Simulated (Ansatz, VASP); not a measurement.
Two plane-wave programs on Si

INCAR

```
ALGO = Normal
EDIFF = 1E-6
ENCUT = 520
ISIF = 2
ISMEAR = 0
LASPH = T
LCHARG = F
LREAL = F
LWAVE = F
NBANDS = 36
NELM = 100
PREC = Accurate
SIGMA = 0.03
```

Contents of KPOINTS:

```
k-points
0
Gamma
  10 10 4
```

POSCAR

```
Si
1.0
    2.2132837287     -4.7362173733      0.0000000000
    1.0161500943      4.3087923085      0.0000000000
    0.0000000000      0.0000000000     12.5702440454
Si
12
Direct
    0.7570666288      0.2429333712      0.9449750226
    0.2429333712      0.7570666288      0.0550249774
    0.7570666288      0.2429333712      0.5550249774
    0.2429333712      0.7570666288      0.4449750226
    0.4287015211      0.5712984789      0.1572276936
    0.5712984789      0.4287015211      0.8427723064
    0.4287015211      0.5712984789      0.3427723064
    0.5712984789      0.4287015211      0.6572276936
    0.9711041075      0.0288958925      0.9092746508
    0.0288958925      0.9711041075      0.0907253492
    0.9711041075      0.0288958925      0.5907253492
    0.0288958925      0.9711041075      0.4092746508
```

Input for Ansatz:

```yaml
crystal:
  lattice:
    - [2.2132837287, -4.7362173733, 0.0]
    - [1.0161500943, 4.3087923085, 0.0]
    - [0.0, 0.0, 12.5702440454]
  atoms:
    - { symbol: Si, position: [0.7570666288, 0.2429333712, 0.9449750226] }
    - { symbol: Si, position: [0.2429333712, 0.7570666288, 0.0550249774] }
    - { symbol: Si, position: [0.7570666288, 0.2429333712, 0.5550249774] }
    - { symbol: Si, position: [0.2429333712, 0.7570666288, 0.4449750226] }
    - { symbol: Si, position: [0.4287015211, 0.5712984789, 0.1572276936] }
    - { symbol: Si, position: [0.5712984789, 0.4287015211, 0.8427723064] }
    - { symbol: Si, position: [0.4287015211, 0.5712984789, 0.3427723064] }
    - { symbol: Si, position: [0.5712984789, 0.4287015211, 0.6572276936] }
    - { symbol: Si, position: [0.9711041075, 0.0288958925, 0.9092746508] }
    - { symbol: Si, position: [0.0288958925, 0.9711041075, 0.0907253492] }
    - { symbol: Si, position: [0.9711041075, 0.0288958925, 0.5907253492] }
    - { symbol: Si, position: [0.0288958925, 0.9711041075, 0.4092746508] }
basis:
  ecutwfc: 420
kpoints:
  mp_grid: { grid: [10, 10, 4] }
hamiltonian:
  xc: lda
  pseudopotentials: { kind: paw, azcp: { folder: soft_1 } }
scf:
  occupations: { method: gaussian, width: 0.03 }
output:
  forces: true
  stress: true
  eigenvalues: true
```

Change from the starting cell: engineering shear strain xy -0.2250, equal normal strain along x and y -0.1500.

Alike in both runs: task single point; functional LDA; k mesh 10 × 10 × 4; occupations gaussian, width 0.03 eV; no spin polarisation.

|  | VASP | Ansatz |
| --- | --- | --- |
| version | VASP 6.6.1 | Ansatz 0.2.0 |
| potentials or method | VASP PAW LDA potentials, release 64 (Si), cutoff 520 eV | scalar-relativistic, plane waves, PAW |
| valence electrons in the cell | 48 | 48 |

```csv
,VASP,Ansatz,Ansatz less VASP
gap on the k mesh at the Fermi level (eV),none,none,-
pressure (GPa),63.8,64.0,+0.14
"traceless stress, the component that is largest in VASP (GPa)",-24.71,-24.80,-0.086
rms of the force components (eV/Å),4.974,5.010,+0.0355
```

Ansatz warns that its potentials were made for another functional, while VASP's fit it. LDA's correlation is that of Perdew and Zunger in VASP and of Perdew and Wang (1992) in Ansatz. Atom by atom the forces differ by 0.038 eV/Å (rms over components). A gap of «none» marks a metal or a gap that the smearing closes. Both programs put the cell under a high pressure, so it lies far from rest at this level.

Noted on VASP's run: the cell as given lies far from equilibrium.
